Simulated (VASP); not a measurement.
C: relaxation of cell and atoms with PBEsol

Crystal: C.

```
C
1.0
     0.00000    1.78337    1.78337
     1.78337    0.00000    1.78337
     1.78337    1.78337    0.00000
C
2
Direct
  0.75000 0.75000 0.75000
  0.50000 0.50000 0.50000
```

```yaml
Program: VASP 6.6.1
Task: relaxation of cell and atoms
Functional: PBEsol
Potentials_or_basis: VASP PAW PBE potentials, release 64 (C)
Cutoff: 600 eV
k_mesh: 13 × 13 × 13
Occupations: fermi-dirac, width 0.05 eV
Spin: no spin polarisation
Target_pressure: 30 GPa
Dipole_correction: no
Further_INCAR_settings: ALGO = Normal; EDIFF = 1e-07; IBRION = 2; EDIFFG = -0.02; NSW = 80; ISIF = 3
```

* Relaxed volume: 5.29 Å³/atom
* Relaxed cell: a = 2.464 Å, b = 2.464 Å, c = 2.464 Å, α = 60.00°, β = 60.00°, γ = 60.00°
* Space group after relaxing (to 0.05 Å): Fd-3m (No. 227)
* Energy change on relaxing (the enthalpy is what falls): +28.1 meV/atom
* Ionic steps: 4
* Pressure after relaxing: 29.9 GPa
* Band gap on the k mesh: 4.17 eV, indirect (least direct gap 5.73 eV)

The path:
```csv
step,energy change (eV),largest force (eV/Å),pressure (GPa),volume (Å³)
1,0.0000,0.0000,-4.40,11.34
2,0.5087,0.0000,105.38,9.46
3,0.0523,0.0000,28.75,10.60
4,0.0563,0.0000,29.88,10.58
```

Final structure:
```cif
data_structure
_symmetry_space_group_name_H-M 'P 1'
_symmetry_Int_Tables_number 1
_cell_length_a 2.4642
_cell_length_b 2.4642
_cell_length_c 2.4642
_cell_angle_alpha 60.000
_cell_angle_beta 60.000
_cell_angle_gamma 60.000
_cell_volume 10.58
loop_
_atom_site_label
_atom_site_type_symbol
_atom_site_fract_x
_atom_site_fract_y
_atom_site_fract_z
_atom_site_occupancy
C1 C 0.75000 0.75000 0.75000 1
C2 C 0.50000 0.50000 0.50000 1
```

Levels at points of the mesh, in eV from the valence-band top:
| k point | band 1 | band 2 | band 3 | band 4 | band 5 | band 6 | band 7 | band 8 |
| --- | --- | --- | --- | --- | --- | --- | --- | --- |
| (0.00, 0.00, 0.00) | -22.48 | 0.00 | 0.00 | 0.00 | 5.73 | 5.73 | 5.73 | 14.99 |

Wall time 38 s on 1 thread of AMD EPYC 7R43 64-Core Processor (Zen 3), with other jobs on the host, peak memory 0.08 GiB.

Caveat: the cell is relaxed towards a set pressure, so the enthalpy falls and the energy may rise; the PAW data sets were made with another functional, which shifts forces and pressure a little. A k mesh can miss the band edges.
